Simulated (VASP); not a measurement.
Set up this calculation in VASP 6.6.1, as the native input.

| Property | Result |
| --- | --- |
| Task | single point |
| Functional | PBEsol |
| Potentials or basis | VASP PAW PBE potentials, release 64 (Te, Sb, Ge_d) |
| Cutoff | 520 eV |
| k mesh | 7 × 7 × 2 |
| Occupations | fermi-dirac, width 0.05 eV |
| Spin | no spin polarisation |
| Dipole correction | no |
| Further INCAR settings | ALGO = Normal; EDIFF = 1e-06; NBANDS = 44 |

The structure of Ge2Sb2Te5 lies in POSCAR:

```
Ge2Sb2Te5
1.0
    4.2252556970      0.0000000000      0.0000000000
   -2.1126278485      3.6591787711      0.0000000000
    0.0000000000      0.0000000000     16.8789735381
Te Sb Ge
5 2 2
Direct
    0.6666666667      0.3333333333      0.4185582093
    0.3333333333      0.6666666667      0.5814417907
    0.3333333333      0.6666666667      0.1981745278
    0.6666666667      0.3333333333      0.8018254722
    0.0000000000      0.0000000000      0.0000000000
    0.0000000000      0.0000000000      0.3167948819
    0.0000000000      0.0000000000      0.6832051181
    0.6666666667      0.3333333333      0.1002494744
    0.3333333333      0.6666666667      0.8997505256
```

The input as run:

INCAR

```
PREC = Accurate
ENCUT = 520
EDIFF = 1E-6
ISMEAR = -1
SIGMA = 0.05
LREAL = F
LASPH = T
NELM = 60
ALGO = Normal
ISIF = 2
LWAVE = F
LCHARG = T
GGA = PS
LELF = T
LVHAR = T
NBANDS = 44
```

KPOINTS

```
regular mesh
0
Gamma
  7 7 2
```

Potentials or basis: VASP PAW PBE potentials, release 64 (Te, Sb, Ge_d).

Run with:

```sh
$ cat potpaw_PBE.64/Te/POTCAR potpaw_PBE.64/Sb/POTCAR potpaw_PBE.64/Ge_d/POTCAR > POTCAR
$ mpirun -np 1 vasp_std > vasp.out
```

Results of the run:

| Item | Value |
| --- | --- |
| Pressure | 0.0 GPa |
| Largest force | 0.036 eV/Å |
| Band gap on the k mesh | 0.15 eV |

Caveat: the PAW data sets were made with another functional, which shifts forces and pressure a little; spin-orbit coupling is left out, which moves the levels of the heavy elements; an odd mesh through Γ misses points on the zone boundary, where band edges can lie.

Run time: 2.6 min on 1 thread of Intel(R) Xeon(R) Platinum 8559C (Emerald Rapids), on a shared host, peak memory 0.44 GiB.
